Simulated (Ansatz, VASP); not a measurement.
## One calculation of MgTl, two programs

```xyz
2
Lattice="3.6228 0.0000 0.0000 0.0000 3.6228 0.0000 0.0000 0.0000 3.6228" Properties=species:S:1:pos:R:3 pbc="T T T"
Mg    0.0000    0.0000    0.0000
Tl    1.8114    1.8114    1.8114
```

Change from the starting cell: volume scaled by 0.99.

Alike in both runs: task single point; functional LDA; k mesh 9 × 9 × 9; occupations fermi-dirac, width 0.05 eV; no spin polarisation.

|  | VASP | Ansatz |
| --- | --- | --- |
| version | VASP 6.6.1 | Ansatz 0.2.0 |
| potentials or method | VASP PAW LDA potentials, release 64 (Mg, Tl_d), cutoff 520 eV | all-electron LAPW, scalar-relativistic |

|  | VASP | Ansatz | Ansatz less VASP |
| --- | --- | --- | --- |
| pressure (GPa) | -2.4 | -2.1 | +0.29 |

LDA's correlation is that of Perdew and Zunger in VASP and of Perdew and Wang (1992) in Ansatz. Ansatz ran all-electron here, and VASP with PAW potentials.

Neither program's run includes spin-orbit coupling.
